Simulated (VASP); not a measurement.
# Ti4C in VASP: further runs, part 2 of 2

VASP 6.6.1.

## 3. Single point, PBE

File INCAR:

```
SYSTEM = Ti4C
PREC = Accurate ; ENCUT = 520
EDIFF = 1E-7 ; ISMEAR = 0
SIGMA = 0.1 ; LREAL = .FALSE.
LASPH = .TRUE. ; NELM = 100
ALGO = Normal ; ISIF = 2
LWAVE = .FALSE. ; LCHARG = .TRUE.
GGA = PE ; LELF = .TRUE.
LVHAR = .TRUE. ; NBANDS = 34
```

File KPOINTS:

```
Automatic mesh
0
G
  10 10 10
  0 0 0
```

File POSCAR:

```
Ti4C
1.0
    4.2289576652      0.0000000000      0.0000000000
    0.0000000000      4.2289576652      0.0000000000
    0.0000000000      0.0000000000      4.2289576652
Ti C
4 1
Direct
    0.0000000000      0.5000000000      0.0000000000
    0.0000000000      0.0000000000      0.5000000000
    0.5000000000      0.0000000000      0.0000000000
    0.5000000000      0.5000000000      0.5000000000
    0.0000000000      0.0000000000      0.0000000000
```

Potentials or basis: VASP PAW PBE potentials, release 64 (Ti_sv, C).

The run is started by

```console
> cat potpaw_PBE.64/Ti_sv/POTCAR potpaw_PBE.64/C/POTCAR > POTCAR
> mpirun -np 1 vasp_std > vasp.out
```

OUTCAR:

```text
SYSTEM = Ti4C
   PREC = Accurate
   ENCUT = 520
   EDIFF = 1E-7
   ISMEAR = 0
   LREAL = .FALSE.
   LASPH = .TRUE.
   NELM = 100
   ISIF = 2
   GGA = PE

 ion  position               nearest neighbor table
   1  0.000  0.500  0.000-   5 2.11   5 2.11
   2  0.000  0.000  0.500-   5 2.11   5 2.11
   3  0.500  0.000  0.000-   5 2.11   5 2.11
   4  0.500  0.500  0.500-
   5  0.000  0.000  0.000-   1 2.11   2 2.11   3 2.11   2 2.11   1 2.11   3 2.11

  LATTYP: Found a simple cubic cell.
 ALAT       =     4.2289576652

[... 1081 lines left out ...]

 [... further k-points ...]
[... 5 lines left out ...]
  --------------------------------------------------------------------------------------
  -------------------------------------------------------------------------------------
  Total       -0.0376347     -0.0376347     -0.0376347      0.0000000     -0.0000000      0.0000000
  in kB       -0.7972590     -0.7972590     -0.7972590      0.0000000     -0.0000000      0.0000000
  external PRESSURE =      -0.7972590 kB  Pullay stress =       0.0000000 kB

 VOLUME and BASIS-vectors are now :
 -----------------------------------------------------------------------------
  energy-cutoff  :      520.00
  volume of cell :       75.63
      direct lattice vectors                 reciprocal lattice vectors
     4.228957665  0.000000000  0.000000000     0.236464888  0.000000000  0.000000000
     0.000000000  4.228957665  0.000000000     0.000000000  0.236464888  0.000000000
     0.000000000  0.000000000  4.228957665     0.000000000  0.000000000  0.236464888

 POSITION                                       TOTAL-FORCE (eV/Angst)
 -----------------------------------------------------------------------------------
      0.00000      2.11448      0.00000         0.000000      0.000000      0.000000
      0.00000      0.00000      2.11448         0.000000      0.000000      0.000000
      2.11448      0.00000      0.00000         0.000000      0.000000      0.000000
      2.11448      2.11448      2.11448         0.000000      0.000000      0.000000
      0.00000      0.00000      0.00000         0.000000      0.000000      0.000000
 -----------------------------------------------------------------------------------
    total drift:                                0.000000      0.000000     -0.000000

  FREE ENERGIE OF THE ION-ELECTRON SYSTEM (eV)
  ---------------------------------------------------
  free  energy   TOTEN  =       -41.9024710917 eV

  energy  without entropy=      -41.8591916834  energy(sigma->0) =      -41.88083139
```

stdout:

```text
POSCAR found type information on POSCAR TiC
 POSCAR found :  2 types and       5 ions
 scaLAPACK will be used
 LDA part: xc-table for (Slater+PW92), standard interpolation
 POSCAR, INCAR and KPOINTS ok, starting setup
 FFT: planning ... GRIDC
 FFT: planning ... GRID_SOFT
 FFT: planning ... GRID
 WAVECAR not read
 entering main loop
```

Wall time 4.7 min (1 thread of Intel Xeon 8259CL, shared host); peak memory 0.25 GiB.

Results:

```
Free energy            : -41.9025 eV
Pressure               : -0.1 GPa
Band gap on the k mesh : zero (bands 26 and 27 overlap by 0.79 eV)
```

## 4. Single point, PBE, collinear spin

File INCAR:

```
PREC = Accurate
ENCUT = 520
EDIFF = 1E-7
ISMEAR = 0
SIGMA = 0.1
LREAL = False
LASPH = True
NELM = 150
ALGO = Normal
ISIF = 2
LWAVE = False
LCHARG = False
ISPIN = 2
MAGMOM = 1 1 1 1 0
LORBIT = 11
LMAXMIX = 4
GGA = PE
NBANDS = 38
```

File KPOINTS:

```
Automatic mesh
0
Gamma
  4 4 4
```

Changes to POSCAR since step 3:

```diff
@@ -2,5 +2,5 @@
 1.0
-    4.2289576652      0.0000000000      0.0000000000
-    0.0000000000      4.2289576652      0.0000000000
-    0.0000000000      0.0000000000      4.2289576652
+    4.2271090868      0.0000000000      0.0000000000
+    0.0000000000      4.2271090868      0.0000000000
+    0.0000000000      0.0000000000      4.2271090868
 Ti C
```

The run is started by

```console
> cat potpaw_PBE.64/Ti_sv/POTCAR potpaw_PBE.64/C/POTCAR > POTCAR
> mpirun -np 1 vasp_std > vasp.out
```

Wall time 2.1 min (1 thread of Intel Xeon 8259CL, shared host); peak memory 0.22 GiB.

It converged, with:

- Free energy: -41.9385 eV
- Pressure: -0.2 GPa
- Band gap on the k mesh: zero (filled and empty bands overlap)
- Net moment: 0.00 μB per cell
- Valence electrons inside the program's atomic spheres: Ti 10.30, 10.16 (each value once); C 2.44

Levels at points of the mesh, in eV from the Fermi level:
Spin up:
| k point | band 22 | band 23 | band 24 | band 25 | band 26 | band 27 | band 28 | band 29 | band 30 | band 31 |
| --- | --- | --- | --- | --- | --- | --- | --- | --- | --- | --- |
| (0.00, 0.00, 0.00) | -1.37 | -1.37 | -1.13 | -1.13 | -1.13 | 1.01 | 1.01 | 1.01 | 2.37 | 2.37 |
| (0.50, 0.00, 0.00) | -2.07 | -1.14 | -0.37 | -0.27 | -0.19 | -0.19 | 1.33 | 1.36 | 1.36 | 1.66 |
| (0.50, 0.50, 0.00) | -0.79 | -0.79 | -0.47 | -0.16 | -0.16 | -0.03 | 0.21 | 1.02 | 1.02 | 1.66 |
| (0.50, 0.50, 0.50) | -0.54 | -0.54 | -0.54 | 0.59 | 0.59 | 0.59 | 0.90 | 0.90 | 1.04 | 1.04 |
Spin down:
```
           k point  band 24  band 25  band 26  band 27  band 28  band 29
(0.00, 0.00, 0.00)    -1.13    -1.13    -1.13     1.01     1.01     1.01
(0.50, 0.00, 0.00)    -0.37    -0.27    -0.19    -0.19     1.33     1.36
(0.50, 0.50, 0.00)    -0.47    -0.16    -0.16    -0.03     0.21     1.02
(0.50, 0.50, 0.50)    -0.54     0.59     0.59     0.59     0.90     0.90
```

Caveat: the k points lie up to 0.37 Å⁻¹ apart, too coarse for converged energies and pressures of a metal.

## 5. Relaxation of cell and atoms, PBE

File INCAR:

```
ALGO     = Normal         # electronic algorithm
EDIFF    = 1E-6           # SCF threshold, eV
EDIFFG   = -0.01          # ionic threshold
ENCUT    = 600            # plane-wave cutoff, eV
GGA      = PE             # functional
IBRION   = 2              # ionic algorithm
ISIF     = 3              # what is computed and relaxed
ISMEAR   = 0              # smearing method
LASPH    = T              # aspherical terms in the spheres
LCHARG   = F              # write CHGCAR
LREAL    = F              # projectors in reciprocal space
LWAVE    = F              # write WAVECAR
NELM     = 60             # most SCF steps
NSW      = 100            # ionic steps
PREC     = Accurate       # precision mode
SIGMA    = 0.1            # smearing width, eV
```

File KPOINTS:

```
k-points
0
Gamma
  10 10 10
```

POSCAR is that of step 4.

The run is started by

```console
> cat potpaw_PBE.64/Ti_sv/POTCAR potpaw_PBE.64/C/POTCAR > POTCAR
> mpirun -np 1 vasp_std > vasp.out
```

It took 6.7 min on 1 thread of Intel Xeon 8259CL, shared host; peak memory 0.3 GiB.

The run converged. Its results:

```yaml
Free_energy: -41.9023 eV
Relaxed_volume: 15.13 Å³/atom
Relaxed_cell: a = 4.229 Å, b = 4.229 Å, c = 4.229 Å, α = 90.00°, β = 90.00°, γ = 90.00°
Space_group_after_relaxing_to_0.1_Å: Pm-3m (No. 221)
Ionic_steps: 2
Pressure_after_relaxing: -0.1 GPa
Band_gap_on_the_k_mesh: zero (bands 26 and 27 overlap by 0.79 eV)
```

Final structure:
```
CELL_PARAMETERS angstrom
4.22919 0.00000 0.00000
0.00000 4.22919 0.00000
0.00000 0.00000 4.22919
ATOMIC_POSITIONS crystal
Ti 0.00000 0.50000 0.00000
Ti 0.00000 0.00000 0.50000
Ti 0.50000 0.00000 0.00000
Ti 0.50000 0.50000 0.50000
C 0.00000 0.00000 0.00000
```

Levels at points of the mesh, in eV from the Fermi level:
| k point | band 22 | band 23 | band 24 | band 25 | band 26 | band 27 | band 28 | band 29 | band 30 | band 31 |
| --- | --- | --- | --- | --- | --- | --- | --- | --- | --- | --- |
| (0.00, 0.00, 0.00) | -1.38 | -1.38 | -1.14 | -1.14 | -1.14 | 0.99 | 0.99 | 0.99 | 2.34 | 2.34 |
| (0.50, 0.00, 0.00) | -2.08 | -1.15 | -0.39 | -0.28 | -0.21 | -0.21 | 1.30 | 1.36 | 1.36 | 1.66 |
| (0.50, 0.50, 0.00) | -0.80 | -0.80 | -0.48 | -0.17 | -0.17 | -0.05 | 0.21 | 0.99 | 0.99 | 1.74 |
| (0.50, 0.50, 0.50) | -0.55 | -0.55 | -0.55 | 0.58 | 0.58 | 0.58 | 0.90 | 0.90 | 1.01 | 1.01 |

## 6. The runs side by side

```tsv
task	spin	cell	k mesh	cutoff (eV)	gap on the mesh (eV)	pressure (GPa)
single point	off	a = 4.227 Å, angles 89.9°, 5 atoms	6 × 6 × 6	520	none	0.1
single point	off	a = 4.229 Å, 5 atoms	10 × 10 × 10	520	none	-0.1
single point	collinear	a = 4.227 Å, 5 atoms	4 × 4 × 4	520	none	-0.2
relaxation of cell and atoms	off	relaxed from a = 4.227 Å, 5 atoms	10 × 10 × 10	600	none	-0.1
```

Alike in all rows: level PBE; potentials or basis VASP PAW PBE potentials, release 64 (Ti_sv, C); smearing gaussian 0.1 eV.

Caveats: some runs use coarse meshes.

Total energies depend on the potentials used, so only differences within one code and one set of settings carry meaning.
